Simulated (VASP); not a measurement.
# Ga: single point with PBEsol

Crystal: Ga.

```
Ga
1.0
     2.66057    0.00000    0.00000
     0.00000    2.66057    0.00000
     0.00000    0.00000    2.66057
Ga
1
Direct
  0.00000 0.00000 0.00000
```

| Property | Result |
| --- | --- |
| Program | VASP 6.6.1 |
| Task | single point |
| Functional | PBEsol |
| Potentials or basis | VASP PAW PBE potentials, release 64 (Ga_d) |
| Cutoff | 520 eV |
| k mesh | 15 × 15 × 15 |
| Occupations | fermi-dirac, width 0.1 eV |
| Spin | no spin polarisation |

| Quantity | Value |
| --- | --- |
| Pressure | 0.0 GPa |

Levels at points of the mesh, in eV from the Fermi level:
```csv
k point,band 2,band 3,band 4,band 5,band 6,band 7,band 8,band 9,band 10,band 11
"(0.00, 0.00, 0.00)",-15.10,-14.50,-14.50,-14.50,-10.96,9.42,9.42,9.42,12.35,12.35
```

Run time: 7.4 s on 1 thread of Intel(R) Xeon(R) 6975P-C (Granite Rapids) (shared host), peak memory 0.13 GiB.

Caveat: the PAW data sets were made with another functional, which shifts forces and pressure a little.
